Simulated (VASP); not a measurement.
# Ge5F (P-62m) in VASP: further runs

The runs below take Ge5F through single point, with PBE.

Program: VASP 6.6.1. These are calculated values, not measurements. Logs are shortened: lines on timing, memory, paths and dates and some standing lists are left out, and cuts for length are marked.

### 1 The cell of the first run

The structure is hexagonal, space group P-62m (No. 189). The conventional cell has a = 5.062 Å, b = 5.062 Å, c = 4.721 Å, α = 90.00°, β = 90.00°, γ = 120.00°. Ge (site symmetry m2m) has 10 Ge at 2.89 to 2.98 Å and 2 F at 2.92 Å within 3.8 Å. Within 3.8 Å of Ge (site symmetry -6) lie 9 Ge at 2.89 to 2.92 Å and 3 F at 2.92 Å. Within 3.8 Å of F (site symmetry -62m) lie 12 Ge at 2.92 Å.

The cell was built from a structure type or drawn by symmetry, and may not be a known phase.

### 2 Single point, PBE

INCAR

```
PREC = Accurate
ENCUT = 520
EDIFF = 1E-6
ISMEAR = 0
SIGMA = 0.1
LREAL = F
LASPH = T
NELM = 100
ALGO = Normal
ISIF = 2
LWAVE = F
LCHARG = T
GGA = PE
LELF = T
LVHAR = T
NBANDS = 48
```

KPOINTS

```
Automatic mesh
0
Gamma
  6 6 4
```

POSCAR

```
Ge5F
1.0
    5.0616184700      0.0000000000      0.0000000000
   -2.5308092300      4.3834901800      0.0000000000
    0.0000000000      0.0000000000      4.7207623800
Ge F
5 1
Direct
    0.6599730300      0.0000000000      0.5000000000
    0.6666666700      0.3333333300      0.0000000000
    0.3400269700      0.3400269700      0.5000000000
    0.0000000000      0.6599730300      0.5000000000
    0.3333333300      0.6666666700      0.0000000000
    0.0000000000      0.0000000000      0.0000000000
```

Potentials or basis: VASP PAW PBE potentials, release 64 (Ge_d, F).

On the command line:

```bash
$ cat potpaw_PBE.64/Ge_d/POTCAR potpaw_PBE.64/F/POTCAR > POTCAR
$ mpirun -np 1 vasp_std > vasp.out
```

OUTCAR:

```text
PREC = Accurate
   ENCUT = 520
   EDIFF = 1E-6
   ISMEAR = 0
   LREAL = F
   LASPH = T
   NELM = 100
   ISIF = 2
   GGA = PE

 ion  position               nearest neighbor table
   1  0.660  0.000  0.500-   2 2.89   2 2.89   5 2.89   5 2.89   3 2.89   3 2.89   4 2.89   4 2.89

   2  0.667  0.333  0.000-   1 2.89   1 2.89   4 2.89   4 2.89   3 2.89   3 2.89
   3  0.340  0.340  0.500-   5 2.89   5 2.89   2 2.89   2 2.89   1 2.89   4 2.89   1 2.89   4 2.89

   4  0.000  0.660  0.500-   5 2.89   5 2.89   2 2.89   2 2.89   3 2.89   1 2.89   3 2.89   1 2.89

   5  0.333  0.667  0.000-   4 2.89   4 2.89   1 2.89   1 2.89   3 2.89   3 2.89
   6  0.000  0.000  0.000-

  LATTYP: Found a hexagonal cell.
 ALAT       =     5.0616184700
 C/A-ratio  =     0.9326586759

  Lattice vectors:

 A1 = (   5.0616184700,   0.0000000000,   0.0000000000)
 A2 = (  -2.5308092300,   4.3834901800,   0.0000000000)
 A3 = (   0.0000000000,   0.0000000000,   4.7207623800)

Analysis of symmetry for initial positions (statically):
=====================================================================
 Subroutine PRICEL returns:
 Original cell was already a primitive cell.

 Routine SETGRP: Setting up the symmetry group for a
 hexagonal supercell.

 Subroutine GETGRP returns: Found 12 space group operations
 (whereof 12 operations were pure point group operations)
 out of a pool of 24 trial point group operations.

The static configuration has the point symmetry D_3h.

Analysis of symmetry for dynamics (positions and initial velocities):
=====================================================================
 Subroutine PRICEL returns:
 Original cell was already a primitive cell.

 Routine SETGRP: Setting up the symmetry group for a
 hexagonal supercell.

 Subroutine GETGRP returns: Found 12 space group operations
 (whereof 12 operations were pure point group operations)
 out of a pool of 24 trial point group operations.

The dynamic configuration has the point symmetry D_3h.

 Subroutine INISYM returns: Found 12 space group operations
 (whereof 12 operations are pure point group operations),
 and found     1 'primitive' translations

----------------------------------------------------------------------------------------

                                     Primitive cell

  volume of cell :     104.7422

  direct lattice vectors                    reciprocal lattice vectors
     5.061618470  0.000000000  0.000000000     0.197565266  0.114064359  0.000000000
    -2.530809230  4.383490180  0.000000000     0.000000000  0.228128719  0.000000000
     0.000000000  0.000000000  4.720762380     0.000000000  0.000000000  0.211830192

  length of vectors
     5.061618470  5.061618468  4.720762380     0.228128719  0.228128719  0.211830192

  position of ions in fractional coordinates (direct lattice)
     0.659973030  0.000000000  0.500000000
     0.666666670  0.333333330  0.000000000
     0.340026970  0.340026970  0.500000000
     1.000000000  0.659973030  0.500000000
     0.333333330  0.666666670  0.000000000
     0.000000000  0.000000000  0.000000000

  ion indices of the primitive-cell ions
   primitive index   ion index
                 1           1
                 2           2
                 3           3
                 4           4
                 5           5
                 6           6

----------------------------------------------------------------------------------------

 KPOINTS: Automatic mesh

Automatic generation of k-mesh.
 Grid dimensions read from file:
 generate k-points for:    6    6    4

 Generating k-lattice:

  Cartesian coordinates                     Fractional coordinates (reciprocal lattice)
     0.032927544  0.019010727  0.000000000     0.166666667  0.000000000  0.000000000
     0.000000000  0.038021453  0.000000000     0.000000000  0.166666667  0.000000000
     0.000000000  0.000000000  0.052957548     0.000000000  0.000000000  0.250000000

  Length of vectors
     0.038021453  0.038021453  0.052957548

  Shift w.r.t. Gamma in fractional coordinates (k-lattice)
     0.000000000  0.000000000  0.000000000

 Subroutine IBZKPT returns following result:
 ===========================================

 Found     21 irreducible k-points:

 Following reciprocal coordinates:
            Coordinates               Weight
  0.000000  0.000000  0.000000      1.000000
  0.166667 -0.000000  0.000000      6.000000
  0.333333 -0.000000  0.000000      6.000000
  0.500000  0.000000  0.000000      3.000000
  0.166667  0.166667  0.000000      6.000000
  0.333333  0.166667  0.000000     12.000000
[... 13 lines left out ...]
  0.333333  0.166667  0.500000     12.000000
  0.333333  0.333333  0.500000      2.000000
   k-points           NKPTS =     21   k-points in BZ     NKDIM =     21   number of bands    NBANDS=     48
   number of dos      NEDOS =    301   number of ions     NIONS =      6
   total plane-waves  NPLWV =  57600
   dimension x,y,z NGX =    40 NGY =   40 NGZ =   36
   dimension x,y,z NGXF=    80 NGYF=   80 NGZF=   72
   ions per type =               5   1
   NGX,Y,Z   is equivalent  to a cutoff of  13.14, 13.14, 12.68 a.u.
   NGXF,Y,Z  is equivalent  to a cutoff of  26.28, 26.28, 25.36 a.u.
 SYSTEM =  unknown system
   PREC   = accura    normal or accurate (medium, high low for compatibility)
   ISTART =      0    job   : 0-new  1-cont  2-samecut
   ICHARG =      2    charge: 1-file 2-atom 10-const
   ISPIN  =      1    spin polarized calculation?
   LNONCOLLINEAR =      F non collinear calculations
   LSORBIT =      F    spin-orbit coupling
   LASPH  =      T    aspherical Exc in radial PAW
   ENCUT  =  520.0 eV  38.22 Ry    6.18 a.u.   9.41  9.41  8.78*2*pi/ulx,y,z
   NELM   =    100;   NELMIN=  2; NELMDL= -5     # of ELM steps
   EDIFF  = 0.1E-05   stopping-criterion for ELM
   LREAL  =      F    real-space projection
   EDIFFG = 0.1E-04   stopping-criterion for IOM
   NSW    =      0    number of steps for IOM
   IBRION =     -1    ionic relax: 0-MD 1-quasi-New 2-CG
   NFREE  =      0    steps in history (QN), initial steepest desc. (CG)
   ISIF   =      2    stress and relaxation
   ISYM   =      2    0-nonsym 1-usesym 2-fastsym
   POTIM  = 0.5000    time-step for ionic-motion
   TEBEG  =    0.0;   TEEND  =   0.0 temperature during run
   PSTRESS=    0.0 pullay stress
   NELECT =      77.0000    total number of electrons
   NUPDOWN=      -1.0000    fix difference up-down
   EMIN   =  10.00;   EMAX   =-10.00  energy-range for DOS
   EFERMI =   0.00;   METHOD = LEGACY
   ISMEAR =     0;   SIGMA  =   0.10  broadening in eV -4-tet -1-fermi 0-gaus
   EFERMI_NEDOS =   21; number of points for ismear=-14 and -15
   IALGO  =     38    algorithm
   IMIX   =      4    mixing-type and parameters
     AMIX     =   0.40;   BMIX     =  1.00
     AMIX_MAG =   1.60;   BMIX_MAG =  1.00
  volume/ion in A,a.u.               =      17.46       117.81
  Fermi-wavevector in a.u.,A,eV,Ry     =   1.477513  2.792094 29.702112  2.183044
  Thomas-Fermi vector in A             =   2.591908
   LORBIT       =      0    0 simple, 1 ext, 2 COOP (PROOUT), +10 PAW based schemes
   GGA     = PE    functional components
   LHFCALC =     F    Hartree Fock is set to
   AEXX    =    0.0000 exact exchange contribution
   IVDW    =     0    specifies the selected vdW correction
   LEPSILON=     F    determine dielectric tensor
   LRPA    =     F    only Hartree local field effects (RPA)
 non-spin polarized calculation
 Gauss-broadening in eV      SIGMA  =   0.10
  energy-cutoff  :      520.00
  volume of cell :      104.74
 maximum number of plane-waves:      2846
 NGX is ok and might be reduce to    40
   NGX = 19   NGY = 19   NGZ = 17

 number of electron      77.0000036 magnetization

 Free energy of the ion-electron system (eV)
  ---------------------------------------------------
  ext. energy  EPLUGINS =         0.00000000
  ---------------------------------------------------
  free energy    TOTEN  =       -24.87921155 eV

  energy without entropy =      -24.86300444  energy(sigma->0) =      -24.87110800

 E-fermi :   5.9550     XC(G=0): -11.1145

 val. band max:        5.9277723801   @ k =   0.0000   0.0000   0.2500
 cond. band min:       5.9559476907   @ k =   0.3333   0.1667   0.0000
 fundamental gap:      0.0281753106
 Fermi energy:         5.9549890690

 k-point     1 :       0.0000    0.0000    0.0000
  band No.  band energies     occupation
      1     -18.7892      2.00000
      2     -18.7892      2.00000
      3     -18.7853      2.00000
      4     -18.7535      2.00000
      5     -18.7534      2.00000
      6     -18.7461      2.00000
[... 40 lines left out ...]
     47      12.4868      0.00000
     48      12.4868      0.00000

 k-point     2 :       0.1667   -0.0000    0.0000
  band No.  band energies     occupation
      1     -18.7876      2.00000
      2     -18.7850      2.00000
      3     -18.7815      2.00000
      4     -18.7696      2.00000
      5     -18.7592      2.00000
      6     -18.7519      2.00000
[... 40 lines left out ...]
     47      12.3134      0.00000
     48      13.1787      0.00000

 k-point     3 :       0.3333   -0.0000    0.0000
  band No.  band energies     occupation
      1     -18.8005      2.00000
      2     -18.7835      2.00000
      3     -18.7771      2.00000
      4     -18.7738      2.00000
      5     -18.7690      2.00000
      6     -18.7594      2.00000
[... 40 lines left out ...]
     47      12.1298      0.00000
     48      12.6830      0.00000

 k-point     4 :       0.5000    0.0000    0.0000
  band No.  band energies     occupation
      1     -18.8132      2.00000
      2     -18.7807      2.00000
      3     -18.7773      2.00000
      4     -18.7735      2.00000
      5     -18.7638      2.00000
      6     -18.7595      2.00000
[... 805 lines left out ...]
     47      12.1082      0.00000
     48      12.3584      0.00000

 k-point    20 :       0.3333    0.1667    0.5000
  band No.  band energies     occupation
      1     -18.7969      2.00000
      2     -18.7875      2.00000
      3     -18.7873      2.00000
      4     -18.7812      2.00000
      5     -18.7746      2.00000
      6     -18.7674      2.00000
[... 40 lines left out ...]
     47      10.9944      0.00000
     48      11.5263      0.00000

 k-point    21 :       0.3333    0.3333    0.5000
  band No.  band energies     occupation
      1     -18.7974      2.00000
      2     -18.7930      2.00000
      3     -18.7930      2.00000
      4     -18.7808      2.00000
      5     -18.7808      2.00000
      6     -18.7730      2.00000
[... 40 lines left out ...]
     47      11.4944      0.00000
     48      11.4950      0.00000

------------------------ aborting loop because EDIFF is reached ----------------------------------------

  FORCE on cell =-STRESS in cart. coord.  units (eV):
  Direction    XX          YY          ZZ          XY          YZ          ZX
  --------------------------------------------------------------------------------------
  -------------------------------------------------------------------------------------
  Total        1.0487431      1.0487431      1.5973820      0.0000000      0.0000000     -0.0000000
  in kB       16.0419849     16.0419849     24.4341808      0.0000000      0.0000000     -0.0000000
  external PRESSURE =      18.8393835 kB  Pullay stress =       0.0000000 kB

 VOLUME and BASIS-vectors are now :
 -----------------------------------------------------------------------------
  energy-cutoff  :      520.00
  volume of cell :      104.74
      direct lattice vectors                 reciprocal lattice vectors
     5.061618470  0.000000000  0.000000000     0.197565266  0.114064359  0.000000000
    -2.530809230  4.383490180  0.000000000     0.000000000  0.228128719  0.000000000
     0.000000000  0.000000000  4.720762380     0.000000000  0.000000000  0.211830192

 POSITION                                       TOTAL-FORCE (eV/Angst)
 -----------------------------------------------------------------------------------
      3.34053      0.00000      2.36038         0.173465      0.000000     -0.000000
      2.53081      1.46116      0.00000         0.000000      0.000000     -0.000000
      0.86054      1.49050      2.36038        -0.086732     -0.150225      0.000000
     -1.67027      2.89299      2.36038        -0.086732      0.150225     -0.000000
     -0.00000      2.92233      0.00000         0.000000     -0.000000     -0.000000
      0.00000      0.00000      0.00000         0.000000      0.000000     -0.000000
 -----------------------------------------------------------------------------------
    total drift:                                0.000001      0.000002     -0.000000

  FREE ENERGIE OF THE ION-ELECTRON SYSTEM (eV)
  ---------------------------------------------------
  free  energy   TOTEN  =       -24.8792115536 eV

  energy  without entropy=      -24.8630044417  energy(sigma->0) =      -24.87110800
```

Wall time 1.7 min (1 thread of Intel Xeon Platinum 8259CL at 2.50GHz (Skylake/Cascade Lake), shared host); peak memory 0.26 GiB.

What came out:

* Free energy: -24.8792 eV
* Pressure: 1.9 GPa
* Largest force: 0.173 eV/Å
* Band gap on the k mesh: zero (an odd number of electrons rules out a gap without spin polarisation)

Forces in eV/Å, atoms in the order of the input:
```
Ge   0.173  0.000  0.000
Ge   0.000  0.000  0.000
Ge  -0.087 -0.150  0.000
Ge  -0.087  0.150  0.000
Ge   0.000  0.000  0.000
F    0.000  0.000  0.000
```

Caveat: an odd number of electrons without spin polarisation forces a metal; a magnetic or distorted state may lie lower.

### 3 Single point, PBE

This run uses another cell than the first one, of 17.82 Å³/atom.

INCAR

```
  PREC = Accurate
  ENCUT = 520
  EDIFF = 1E-6
  ISMEAR = 0
  SIGMA = 0.1
  LREAL = F
  LASPH = T
  NELM = 100
  ALGO = Normal
  ISIF = 2
  LWAVE = F
  LCHARG = F
  GGA = PE
  NBANDS = 48
```

KPOINTS

```
Automatic mesh
0
Gamma
  12 12 8
```

POSCAR

```
Ge5F
1.0
    5.0850707566     -0.0000000029      0.0000000000
   -2.5425353758      4.4038004567      0.0000000000
    0.0000000000      0.0000000000      4.7736642562
Ge F
5 1
Direct
    0.6695441518      0.0000000000      0.5000000000
    0.6666666667      0.3333333333      0.0000000000
    0.3304558482      0.3304558482      0.5000000000
    0.0000000000      0.6695441518      0.5000000000
    0.3333333333      0.6666666667      0.0000000000
    0.0000000000      0.0000000000      0.0000000000
```

Potentials or basis: VASP PAW PBE potentials, release 64 (Ge_d, F).

On the command line:

```bash
$ cat potpaw_PBE.64/Ge_d/POTCAR potpaw_PBE.64/F/POTCAR > POTCAR
$ mpirun -np 1 vasp_std > vasp.out
```

It took 9.2 min on 1 thread of Intel Xeon Platinum 8259CL at 2.50GHz (Skylake/Cascade Lake), shared host; peak memory 0.46 GiB.

It converged, with:

```
Free energy            : -24.8677 eV
Pressure               : 0.0 GPa
Band gap on the k mesh : zero (an odd number of electrons rules out a gap without spin polarisation)
```

Levels at points of the mesh, in eV from the Fermi level:
```tsv
k point	band 36	band 37	band 38	band 39	band 40	band 41	band 42	band 43
(0.00, 0.00, 0.00)	-2.33	-2.33	-1.68	-0.08	0.80	0.80	1.09	1.63
(0.50, 0.00, 0.00)	-2.97	-1.84	-0.44	0.12	0.76	1.03	1.99	2.40
(0.00, 0.00, 0.50)	-2.48	-2.48	-2.28	-2.28	-1.58	1.36	2.13	2.13
(0.50, 0.00, 0.50)	-1.90	-1.15	0.98	1.40	2.28	2.47	3.14	3.83
```

Caveat: an odd number of electrons without spin polarisation forces a metal; a magnetic or distorted state may lie lower.
